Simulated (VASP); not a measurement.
A run of VASP 6.6.1 is set up as follows.

The input POSCAR:

```
NaCl
1.0
    0.0000000000      2.8946615705      2.8946615705
    2.8946615705      0.0000000000      2.8946615705
    2.8946615705      2.8946615705      0.0000000000
Na Cl
1 1
Direct
    0.0000000000      0.0000000000      0.0000000000
    0.5000000000      0.5000000000      0.5000000000
```

File INCAR.step1:

```
SYSTEM = NaCl
ALGO = Normal ; EDIFF = 1E-4
ENCUT = 520 ; GGA = PE
ISMEAR = 0 ; LASPH = .True.
LCHARG = .False. ; LREAL = .False.
LWAVE = .True. ; NBANDS = 14
NELM = 80 ; PREC = Accurate
SIGMA = 0.01
```

INCAR.step2

```
SYSTEM = NaCl
ALGO = Normal ; EDIFF = 1E-6
ENCUT = 520 ; ISIF = 2
ISMEAR = 0 ; ISTART = 1
LASPH = .True. ; LCHARG = .False.
LMIXTAU = .True. ; LREAL = .False.
LWAVE = .False. ; METAGGA = R2SCAN
NBANDS = 14 ; NELM = 80
PREC = Accurate ; SIGMA = 0.01
```

KPOINTS

```
k-points
0
Gamma
  8 8 8
  0 0 0
```

Potentials or basis: VASP PAW PBE potentials, release 64 (Na_pv, Cl).

Launch:

```console
$ cat potpaw_PBE.64/Na_pv/POTCAR potpaw_PBE.64/Cl/POTCAR > POTCAR
$ cp INCAR.step1 INCAR
$ mpirun -np 1 vasp_std > vasp.out
$ cp INCAR.step2 INCAR
$ mpirun -np 1 vasp_std > vasp.out
```

What does it give for the band gap on the k mesh?

5.61 eV.

Estimate the pressure.

-2.4 GPa.

Caveat: the cell differs from its parent crystal (strain +3.3%); the PAW data sets were made with another functional, which shifts forces and pressure a little. A k mesh can miss the band edges.
